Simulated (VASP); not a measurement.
SiSnO4:

```
Si Sn O
1.0
     3.12512   -3.21086    0.00000
     3.12512    3.21086    0.00000
     0.00000    0.00000    2.94460
Si Sn O
1 1 4
Direct
  0.50000 0.50000 0.50000
  0.00000 0.00000 0.00000
  0.21948 0.21948 0.50000
  0.78052 0.78052 0.50000
  0.67758 0.32242 0.00000
  0.32242 0.67758 0.00000
```

Base run:

- Program: VASP 6.6.1
- Functional: PBE
- Potentials or basis: VASP PAW PBE potentials, release 64 (Si, Sn_d, O)
- Cutoff: 520 eV
- k mesh: 6 × 6 × 8
- Occupations: fermi-dirac, width 0.02 eV
- Spin: no spin polarisation

Its results: band gap on the k mesh 2.27 eV; pressure 9.1 GPa; largest force 0.180 eV/Å.

Task: The run is repeated on the same cell with these changes: functional from PBE to r2SCAN; occupations from fermi-dirac, width 0.02 eV to gaussian, width 0.01 eV. What comes out?

Result: Band gap on the k mesh 3.05 eV; pressure 1.0 GPa; largest force 0.088 eV/Å.

Caveats: spin-orbit coupling is left out, which moves the levels of the heavy elements; the cell stands under pressure (at least some runs); the PAW data sets were made with another functional, which shifts forces and pressure a little (at least some runs).

